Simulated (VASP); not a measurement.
Runs of VASP 6.6.1 on PbF2. The structure is cubic, space group Fm-3m (No. 225). The conventional cell has a = 5.921 Å, b = 5.921 Å, c = 5.921 Å, α = 90.00°, β = 90.00°, γ = 90.00°. Pb (site symmetry m-3m) has 8 F at 2.56 Å within 3.4 Å. Within 3.4 Å of F (site symmetry -43m) lie 4 Pb at 2.56 Å and 6 F at 2.96 Å. 

```csv
level,k mesh,grid for exact exchange (PRECFOCK),screening parameter,gap on the mesh (eV),pressure (GPa)
PBE,6 × 6 × 6,-,-,4.44,2.7
r2SCAN,6 × 6 × 6,-,-,(b),-0.1
PBE,8 × 8 × 8,-,-,4.42,2.7
HSE06,6 × 6 × 6,Normal,0.2079 1/Å,(a),1.1
```

Alike in all rows: task single point; potentials or basis VASP PAW PBE potentials, release 64 (Pb_d, F); no spin polarisation; cell as given; cutoff (eV) 520; smearing gaussian 0.01 eV.

Question: Estimate the missing entries.

Answer: (a) 5.75; (b) 4.96.

Caveats: spin-orbit coupling is left out, which moves the levels of the heavy elements; the PAW data sets were made with another functional, which shifts forces and pressure a little (some runs).

A k mesh can miss the band edges, and the runs leave out spin-orbit coupling on Pb.
